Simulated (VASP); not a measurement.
A run of VASP 6.6.1 is set up as follows.

INCAR

```
ALGO = Normal
EDIFF = 1E-6
ENCUT = 520
GGA = CA
ISIF = 2
ISMEAR = 0
LASPH = T
LCHARG = T
LELF = T
LREAL = F
LVHAR = T
LWAVE = F
NBANDS = 16
NELM = 80
PREC = Accurate
SIGMA = 0.05
```

The input KPOINTS:

```
k-points
0
Gamma
  9 9 6
```

POSCAR

```
AlN
1.0
    3.1504000000      0.0000000000      0.0000000000
   -1.5752000000      2.7283264321      0.0000000000
    0.0000000000      0.0000000000      5.3391000000
Al N
2 2
Direct
    0.3333333333      0.6666666667      0.0045421911
    0.6666666667      0.3333333333      0.5045421911
    0.3333333333      0.6666666667      0.3804578089
    0.6666666667      0.3333333333      0.8804578089
```

Potentials or basis: VASP PAW LDA potentials, release 64 (Al, N).

Run with:

```bash
$ cat potpaw_LDA.64/Al/POTCAR potpaw_LDA.64/N/POTCAR > POTCAR
$ mpirun -np 1 vasp_std > vasp.out
```

Task: Estimate the pressure.

Result: -18.7 GPa.

Task: Predict the largest force.

Result: 0.011 eV/Å.

Forces in eV/Å, atoms in the order of the input:
```
Al   0.000  0.000  0.011
Al   0.000  0.000  0.011
N    0.000  0.000 -0.011
N    0.000  0.000 -0.011
```
